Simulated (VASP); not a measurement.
# MgO: single point with PBEsol

Crystal: MgO.

```
Mg O
1.0
     3.36130    0.00000    0.00000
    -1.68065    2.91097    0.00000
     0.00000    0.00000    4.71820
Mg O
2 2
Direct
  0.33333 0.66667 0.00366
  0.66667 0.33333 0.50366
  0.33333 0.66667 0.40094
  0.66667 0.33333 0.90094
```

| Quantity | Value |
| --- | --- |
| Program | VASP 6.6.1 |
| Task | single point |
| Functional | PBEsol |
| Potentials or basis | VASP PAW PBE potentials, release 64 (Mg, O) |
| Cutoff | 520 eV |
| k mesh | 9 × 9 × 6 |
| Occupations | gaussian, width 0.05 eV |
| Spin | no spin polarisation |
| Dipole correction | no |
| Further INCAR settings | ALGO = Normal; EDIFF = 1e-07; NBANDS = 16 |

```yaml
Pressure: 3.5 GPa
Largest_force: 1.166 eV/Å
Band_gap_on_the_k_mesh: 3.38 eV, direct
```

Forces on the atoms (eV/Å):
```
Mg   0.000  0.000 -1.166
Mg   0.000  0.000 -1.166
O    0.000  0.000  1.166
O    0.000  0.000  1.166
```

Stress tensor (GPa, compression positive):
```
-2.45  0.00  0.00
 0.00 -2.45  0.00
 0.00  0.00 15.31
```

Levels at points of the mesh, in eV from the valence-band top:
| k point | band 6 | band 7 | band 8 | band 9 | band 10 | band 11 |
| --- | --- | --- | --- | --- | --- | --- |
| (0.00, 0.00, 0.00) | -0.54 | -0.54 | 0.00 | 3.38 | 8.42 | 10.75 |
| (0.00, 0.00, 0.50) | -0.78 | -0.78 | -0.78 | 5.96 | 5.96 | 13.74 |

Run time: 16 s on 1 thread of Intel(R) Xeon(R) 6975P-C (Granite Rapids) (shared host), peak memory 0.18 GiB.

Caveat: the PAW data sets were made with another functional, which shifts forces and pressure a little. A k mesh can miss the band edges.
